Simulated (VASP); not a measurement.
Set up this calculation in VASP 6.6.1, as the native input.

```
Task                   : single point
Functional             : PBEsol
Potentials or basis    : VASP PAW PBE potentials, release 64 (Y_sv)
Cutoff                 : 500 eV
k mesh                 : 8 × 8 × 8
Occupations            : fermi-dirac, width 0.1 eV
Spin                   : no spin polarisation
Dipole correction      : no
Further INCAR settings : ALGO = Normal; EDIFF = 1e-06; NBANDS = 12
```

The structure of Y lies in POSCAR:

```
Y
1.0
    0.0000000000      2.3455535202      2.3455535202
    2.3455535202      0.0000000000      2.3455535202
    2.3455535202      2.3455535202      0.0000000000
Y
1
Direct
    0.0000000000      0.0000000000      0.0000000000
```

This isn't the form of Y at room conditions, which is hcp.

The input as run:

INCAR

```
SYSTEM = Y
ALGO     = Normal         ! electronic algorithm
EDIFF    = 1E-6           ! SCF threshold, eV
ENCUT    = 500            ! plane-wave cutoff, eV
GGA      = PS             ! functional
GGA_COMPAT= .False.      
ISIF     = 2              ! what is computed and relaxed
ISMEAR   = -1             ! smearing method
LASPH    = .True.         ! aspherical terms in the spheres
LCHARG   = .False.        ! write CHGCAR
LREAL    = .False.        ! projectors in reciprocal space
LWAVE    = .False.        ! write WAVECAR
NBANDS   = 12             ! bands
NELM     = 120            ! most SCF steps
PREC     = Accurate       ! precision mode
SIGMA    = 0.1            ! smearing width, eV
```

KPOINTS

```
k-points
0
Gamma
  8 8 8
  0 0 0
```

Potentials or basis: VASP PAW PBE potentials, release 64 (Y_sv).

The run is started by

```console
$ cat potpaw_PBE.64/Y_sv/POTCAR > POTCAR
$ mpirun -np 1 vasp_std > vasp.out
```

It gave:

| Quantity | Value |
| --- | --- |
| Pressure | 9.7 GPa |
| Band gap on the k mesh | zero (an odd number of electrons rules out a gap without spin polarisation) |

Caveat: the cell stands under pressure; the PAW data sets were made with another functional, which shifts forces and pressure a little.

It took 7.3 s on 1 thread of Intel(R) Xeon(R) Platinum 8259CL CPU @ 2.50GHz (Skylake/Cascade Lake), with other jobs on the host, peak memory 0.15 GiB.
